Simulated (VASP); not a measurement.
The system is BN (kk07).

```xyz
2
Lattice="0.0000 1.8130 1.8130 1.8130 0.0000 1.8130 1.8130 1.8130 0.0000" Properties=species:S:1:pos:R:3 pbc="T T T"
B     0.0000    0.0000    0.0000
N     0.9065    0.9065    0.9065
```

- Program: VASP 6.6.1
- Task: relaxation of cell and atoms
- Functional: LDA
- Potentials or basis: VASP PAW LDA potentials, release 64 (B, N)
- Cutoff: 600 eV
- k mesh: 10 × 10 × 10
- Occupations: gaussian, width 0.1 eV
- Spin: no spin polarisation

At the start: pressure -13.6 GPa; volume 5.96 Å³/atom.

Q: Where does the relaxation end?

A: Over 3 steps the energy falls by 9.2 meV/atom and the volume is 5.75 Å³/atom (-3.5 %); space group F-43m (No. 216, to 0.05 Å).

The path:
| step | energy change (eV) | largest force (eV/Å) | pressure (GPa) | volume (Å³) |
| --- | --- | --- | --- | --- |
| 1 | 0.0000 | 0.0000 | -13.56 | 11.92 |
| 2 | 0.0025 | 0.0000 | 16.25 | 11.07 |
| 3 | -0.0185 | 0.0000 | -0.10 | 11.50 |

Final structure:
```yaml
crystal:
  lattice:
    - [0.00000, 1.79141, 1.79141]
    - [1.79141, 0.00000, 1.79141]
    - [1.79141, 1.79141, 0.00000]
  atoms:
    - { symbol: B, position: [0.00000, 0.00000, 0.00000] }
    - { symbol: N, position: [0.25000, 0.25000, 0.25000] }
```
